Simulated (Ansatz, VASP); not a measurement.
**Si2Ge3: VASP beside Ansatz**

```xyz
5
Lattice="4.0617 0.0000 0.0000 -2.0309 3.5176 0.0000 0.0000 0.0000 6.7863" Properties=species:S:1:pos:R:3 pbc="T T T"
Si    0.0000    2.3450    1.4562
Si    2.0309    1.1725    5.3301
Ge    0.0000    2.3450    4.2926
Ge    2.0309    1.1725    2.4937
Ge    0.0000    0.0000    0.0000
```

Change from the starting cell: species swapped into the Si2Rh3 type (P-3m1, No. 164).

Alike in both runs: functional PBE; k mesh 6 × 6 × 4; occupations gaussian, width 0.1 eV; no spin polarisation.

Ansatz relaxed the structure, and its values are those at the end. VASP's run is a single point on that final structure, the one shown.

```csv
,VASP,Ansatz
version,VASP 6.6.1,Ansatz 0.2.0
potentials or method,"VASP PAW PBE potentials, release 64 (Si, Ge_d), cutoff 520 eV","scalar-relativistic, plane waves, PAW"
valence electrons in the cell,50,50
```

```tsv
	VASP	Ansatz	Ansatz less VASP
gap on the k mesh at the Fermi level (eV)	none	none	-
pressure (GPa)	-0.1	-0.1	0.00
rms of the force components (eV/Å)	0.012	0.013	+0.0013
```

A gap of «none» marks a metal or a gap that the smearing closes.
